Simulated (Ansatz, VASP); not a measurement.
**W: VASP beside Ansatz**

```xyz
1
Lattice="-1.5684 1.5684 1.5684 1.5684 -1.5684 1.5684 1.5684 1.5684 -1.5684" Properties=species:S:1:pos:R:3 pbc="T T T"
W     0.0000    0.0000    0.0000
```

Alike in both runs: functional LDA; k mesh 18 × 18 × 18; occupations fermi-dirac, width 0.05 eV; non-collinear spin, spin-orbit coupling.

Ansatz relaxed the structure, and its values are those at the end. VASP's run is a single point on that final structure, the one shown.

|  | VASP | Ansatz |
| --- | --- | --- |
| version | VASP 6.6.1 | Ansatz 0.2.0 |
| potentials or method | VASP PAW LDA potentials, release 64 (W_sv) | PAW with Ansatz's default frozen-core files, fully relativistic files with spin-orbit coupling |
| plane-wave cutoff (eV) | 520 | 420 |
| valence electrons in the cell | 14 | 14 |

VASP gave:

| Quantity | Value |
| --- | --- |
| pressure (GPa) | 2.5 |
| net moment per atom (μB) | 0.00 |

Q: Estimate Ansatz's values.

A: Pressure (GPa): 0.0; net moment per atom (μB): 0.00.

LDA's correlation is that of Perdew and Zunger in VASP and of Perdew and Wang (1992) in Ansatz.
